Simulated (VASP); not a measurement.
Set up this calculation in VASP 6.6.1, as the native input.

| Quantity | Value |
| --- | --- |
| Task | relaxation of cell and atoms |
| Functional | LDA |
| Potentials or basis | VASP PAW LDA potentials, release 64 (Zr_sv, B) |
| Cutoff | 600 eV |
| k mesh | 10 × 10 × 10 |
| Occupations | fermi-dirac, width 0.05 eV |
| Spin | no spin polarisation |
| Dipole correction | no |
| Further INCAR settings | ALGO = Normal; EDIFF = 1e-06; IBRION = 2; EDIFFG = -0.01; NSW = 60; ISIF = 3 |

The structure of ZrB lies in POSCAR:

```
ZrB
1.0
    0.0000000000      2.3250000000      2.3250000000
    2.3250000000      0.0000000000      2.3250000000
    2.3250000000      2.3250000000      0.0000000000
Zr B
1 1
Direct
    0.0000000000      0.0000000000      0.0000000000
    0.5000000000      0.5000000000      0.5000000000
```

The input as run:

INCAR

```
SYSTEM = ZrB
PREC     = Accurate       ! precision mode
ENCUT    = 600            ! plane-wave cutoff, eV
EDIFF    = 1E-6           ! SCF threshold, eV
ISMEAR   = -1             ! smearing method
SIGMA    = 0.05           ! smearing width, eV
LREAL    = .FALSE.        ! projectors in reciprocal space
LASPH    = .TRUE.         ! aspherical terms in the spheres
NELM     = 100            ! most SCF steps
ALGO     = Normal         ! electronic algorithm
ISIF     = 3              ! what is computed and relaxed
LWAVE    = .FALSE.        ! write WAVECAR
LCHARG   = .FALSE.        ! write CHGCAR
GGA      = CA             ! functional
IBRION   = 2              ! ionic algorithm
NSW      = 60             ! ionic steps
EDIFFG   = -0.01          ! ionic threshold
```

KPOINTS

```
regular mesh
0
G
  10 10 10
  0 0 0
```

Potentials or basis: VASP PAW LDA potentials, release 64 (Zr_sv, B).

The run is started by

```console
$ cat potpaw_LDA.64/Zr_sv/POTCAR potpaw_LDA.64/B/POTCAR > POTCAR
$ mpirun -np 1 vasp_std > vasp.out
```

It gave:

| Quantity | Value |
| --- | --- |
| Relaxed volume | 14.12 Å³/atom |
| Relaxed cell | a = 3.418 Å, b = 3.418 Å, c = 3.418 Å, α = 60.00°, β = 60.00°, γ = 60.00° |
| Space group after relaxing (to 0.05 Å) | Fm-3m (No. 225) |
| Energy gained by relaxing | 111.9 meV/atom |
| Ionic steps | 4 |
| Pressure after relaxing | -0.1 GPa |

Caveat: the volume moved by +12 % from the deposited cell, more than functionals usually miss.

Run time: 44 s on 1 thread of Intel Xeon 6975P-C (shared host), peak memory 0.16 GiB.
